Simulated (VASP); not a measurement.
Wanted: the native input for a VASP 6.6.1 run.

```
Task                   : electric field gradients
Functional             : r2SCAN
Potentials or basis    : VASP PAW PBE potentials, release 64 (Al, Cu)
Cutoff                 : 520 eV
k mesh                 : 10 × 10 × 10
Occupations            : fermi-dirac, width 0.05 eV
Spin                   : no spin polarisation
Dipole correction      : no
Further INCAR settings : ALGO = Normal; EDIFF = 1e-08; NBANDS = 16
```

Al2Cu:

```
CELL_PARAMETERS angstrom
-2.03034 2.03034 2.85109
2.03034 -2.03034 2.85109
2.03034 2.03034 -2.85109
ATOMIC_POSITIONS crystal
Al 0.74250 0.22750 0.48500
Al 0.25000 0.75000 0.50000
Cu 0.50750 0.52250 0.01500
```

This cell differs from its parent crystal: shortest bond scaled by 0.94.

One way to write it, as run:

POSCAR

```
Al2Cu
1.0
   -2.0303375000      2.0303375000      2.8510940000
    2.0303375000     -2.0303375000      2.8510940000
    2.0303375000      2.0303375000     -2.8510940000
Al Cu
2 1
Direct
    0.7425000000      0.2275000000      0.4850000000
    0.2500000000      0.7500000000      0.5000000000
    0.5075000000      0.5225000000      0.0150000000
```

INCAR.step1

```
SYSTEM = Al2Cu
ALGO     = Normal         ! electronic algorithm
EDIFF    = 1E-4           ! SCF threshold, eV
ENCUT    = 520            ! plane-wave cutoff, eV
GGA      = PE             ! functional
ISMEAR   = -1             ! smearing method
LASPH    = .True.         ! aspherical terms in the spheres
LCHARG   = .False.        ! write CHGCAR
LREAL    = .False.        ! projectors in reciprocal space
LWAVE    = .True.         ! write WAVECAR
NBANDS   = 16             ! bands
NELM     = 80             ! most SCF steps
PREC     = Accurate       ! precision mode
SIGMA    = 0.05           ! smearing width, eV
```

INCAR.step2

```
SYSTEM = Al2Cu
ALGO     = Normal         ! electronic algorithm
EDIFF    = 1E-8           ! SCF threshold, eV
ENCUT    = 520            ! plane-wave cutoff, eV
ISIF     = 2              ! what is computed and relaxed
ISMEAR   = -1             ! smearing method
ISTART   = 1            
LASPH    = .True.         ! aspherical terms in the spheres
LCHARG   = .False.        ! write CHGCAR
LEFG     = .True.       
LMIXTAU  = .True.       
LREAL    = .False.        ! projectors in reciprocal space
LWAVE    = .False.        ! write WAVECAR
METAGGA  = R2SCAN         ! meta-GGA
NBANDS   = 16             ! bands
NELM     = 80             ! most SCF steps
PREC     = Accurate       ! precision mode
SIGMA    = 0.05           ! smearing width, eV
```

KPOINTS

```
k-points
0
Gamma
  10 10 10
  0 0 0
```

Potentials or basis: VASP PAW PBE potentials, release 64 (Al, Cu).

The run is started by

```bash
$ cat potpaw_PBE.64/Al/POTCAR potpaw_PBE.64/Cu/POTCAR > POTCAR
$ cp INCAR.step1 INCAR
$ mpirun -np 1 vasp_std > vasp.out
$ cp INCAR.step2 INCAR
$ mpirun -np 1 vasp_std > vasp.out
```

It gave:

```yaml
Pressure: 0.9 GPa
Largest_force: 1.018 eV/Å
Band_gap_on_the_k_mesh: zero (an odd number of electrons rules out a gap without spin polarisation)
Largest_electric_field_gradient_by_atom: Al -11.8, +4.6; Cu -5.4 V/Å²
```

Caveat: the cell differs from its parent crystal (shortest bond scaled by 0.94); without QUAD_EFG the Cq values of the log hold for a quadrupole moment of 1 mb, not for the nuclei; the PAW data sets were made with another functional, which shifts forces and pressure a little.

Wall time 17 min on 1 thread of Intel Xeon 8259CL (shared host), peak memory 0.33 GiB.
